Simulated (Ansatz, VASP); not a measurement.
## One calculation of B, two programs

Contents of INCAR:

```
ALGO = Normal
EDIFF = 1E-7
ENCUT = 520
ISIF = 2
ISMEAR = -1
LASPH = T
LCHARG = F
LREAL = F
LWAVE = F
NBANDS = 10
NELM = 60
PREC = Accurate
SIGMA = 0.1
```

KPOINTS

```
k-points
0
Gamma
  15 15 15
```

Contents of POSCAR:

```
B
1.0
    0.0000000000      1.9465970915      1.9465970915
    1.9465970915      0.0000000000      1.9465970915
    1.9465970915      1.9465970915      0.0000000000
B
2
Direct
    0.1250000000      0.1250000000      0.1250000000
    0.8750000000      0.8750000000      0.8750000000
```

Input for Ansatz:

```yaml
crystal:
  lattice:
    - [0.0, 1.9465970915, 1.9465970915]
    - [1.9465970915, 0.0, 1.9465970915]
    - [1.9465970915, 1.9465970915, 0.0]
  atoms:
    - { symbol: B, position: [0.125, 0.125, 0.125] }
    - { symbol: B, position: [0.875, 0.875, 0.875] }
hamiltonian:
  xc: lda
  pseudopotentials:
    kind: paw
    azcp:
      B: "pseudopotentials/B.paw.azcp"
basis:
  ecutwfc: 420
  fft_grid_basis: typed
kpoints:
  mp_grid: { grid: [15, 15, 15], shift: [0, 0, 0] }
magnetization:
  spin_polarized: false
scf:
  occupations: { method: fermi_dirac, width: 0.1 }
  lower_state_search: "off"
output:
  stress: true
  write_density: true
  write_potential: true
  elf: true
  volumetric_format: npy
```

Alike in both runs: task single point; functional LDA; k mesh 15 × 15 × 15; occupations fermi-dirac, width 0.1 eV; no spin polarisation.

|  | VASP | Ansatz |
| --- | --- | --- |
| version | VASP 6.6.1 | Ansatz 0.2.0 |
| potentials or method | VASP PAW LDA potentials, release 64 (B), cutoff 520 eV | plane waves (420 eV) with PAW, scalar-relativistic |
| valence electrons in the cell | 6 | 6 |

```tsv
	VASP	Ansatz	Ansatz less VASP
pressure (GPa)	18.6	18.3	-0.31
```

Ansatz warns that its potentials were made for another functional, while VASP's fit it. LDA's correlation is that of Perdew and Zunger in VASP and of Perdew and Wang (1992) in Ansatz.
